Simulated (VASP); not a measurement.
## Hg: single point with PBE+D3(BJ)

Hg:

```
Hg
1.0
     3.35221    0.00000    0.00000
    -1.67611    2.90310    0.00000
     0.00000    0.00000    5.76190
Hg
2
Direct
  0.66667 0.33333 0.75000
  0.33333 0.66667 0.25000
```

| Item | Value |
| --- | --- |
| Program | VASP 6.6.1 |
| Task | single point |
| Functional | PBE |
| Dispersion | D3(BJ) |
| Potentials or basis | VASP PAW PBE potentials, release 64 (Hg) |
| Cutoff | 520 eV |
| k mesh | 15 × 15 × 8 |
| Occupations | gaussian, width 0.15 eV |
| Spin | no spin polarisation |
| Dipole correction | no |
| Further INCAR settings | ALGO = Fast; EDIFF = 1e-07; NBANDS = 19 |

```
Pressure                   : -0.9 GPa
Band gap on the k mesh     : zero (bands 12 and 13 overlap by 0.71 eV)
Dispersion energy per atom : -0.374 eV
```

Stress tensor (GPa, compression positive):
```
-0.52  0.00  0.00
 0.00 -0.52  0.00
 0.00  0.00 -1.73
```

Levels at points of the mesh, in eV from the Fermi level:
| k point | band 9 | band 10 | band 11 | band 12 | band 13 | band 14 | band 15 | band 16 |
| --- | --- | --- | --- | --- | --- | --- | --- | --- |
| (0.00, 0.00, 0.00) | -5.74 | -5.36 | -5.36 | -1.99 | -0.68 | 12.21 | 12.21 | 12.28 |
| (0.00, 0.00, 0.50) | -5.50 | -5.50 | -5.50 | -5.50 | 5.46 | 5.46 | 13.10 | 13.10 |

It took 3.3 min on 1 thread of Intel Xeon 8259CL, on a shared host, peak memory 0.27 GiB.

Caveat: spin-orbit coupling is left out, which moves the levels of the heavy elements.
